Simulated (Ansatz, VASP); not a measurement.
## One calculation of GaSb, two programs

```xyz
2
Lattice="0.0000 3.1316 2.9686 2.9686 0.0000 2.9686 2.9686 3.1316 0.0000" Properties=species:S:1:pos:R:3 pbc="T T T"
Ga    0.0000    0.0000    0.0000
Sb    4.4529    4.6974    4.4529
```

Alike in both runs: task single point; functional PBE; k mesh 14 × 14 × 14; occupations gaussian, width 0.15 eV; no spin polarisation.

```csv
,VASP,Ansatz
version,VASP 6.6.1,Ansatz 0.2.0
potentials or method,"VASP PAW PBE potentials, release 64 (Ga_d, Sb), cutoff 520 eV","scalar-relativistic, plane waves, PAW"
valence electrons in the cell,18,28
```

```csv
,VASP,Ansatz,Ansatz less VASP
gap on the k mesh at the Fermi level (eV),0.16,0.16,+0.002
least direct gap on the mesh (eV),0.16,0.16,+0.002
pressure (GPa),4.6,4.5,-0.07
"traceless stress, the component that is largest in VASP (GPa)",-1.71,-1.71,-0.002
```

With one functional, cell and mesh, what is left measures potentials, basis and numerics. VASP's potentials hold 18 valence electrons a cell and Ansatz's 28, so a difference there can come from the potentials and not from the codes.

Spin-orbit coupling is off throughout.
